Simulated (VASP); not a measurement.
SnSe:

```
Sn Se
1.0
     0.00000    3.06903    3.06903
     3.06903    0.00000    3.06903
     3.06903    3.06903    0.00000
Sn Se
1 1
Direct
  0.00000 0.00000 0.00000
  0.50000 0.50000 0.50000
```

Base run:

| Quantity | Value |
| --- | --- |
| Program | VASP 6.6.1 |
| Functional | r2SCAN |
| Potentials or basis | VASP PAW PBE potentials, release 64 (Sn_d, Se) |
| Cutoff | 520 eV |
| k mesh | 8 × 8 × 8 |
| Occupations | fermi-dirac, width 0.05 eV |
| Spin | no spin polarisation |

Its results: band gap on the k mesh 0.20 eV, direct; pressure -2.8 GPa.

Problem. After a change of settings the same cell gave: band gap on the k mesh 0.41 eV, direct; pressure -4.4 GPa. Which change was it?
A. dispersion from none to D4
B. functional from r2SCAN to PBEsol
C. functional from r2SCAN to revPBE; further incar settings from ALGO = Normal; EDIFF = 1e-06; NBANDS = 17 to ALGO = Normal; EDIFF = 1e-07; NBANDS = 17
D. functional from r2SCAN to LDA; potentials or basis from VASP PAW PBE potentials, release 64 (Sn_d, Se) to VASP PAW LDA potentials, release 64 (Sn_d, Se)

Solution. B.

Caveats: the PAW data sets were made with another functional, which shifts forces and pressure a little; spin-orbit coupling is left out, which moves the levels of the heavy elements.
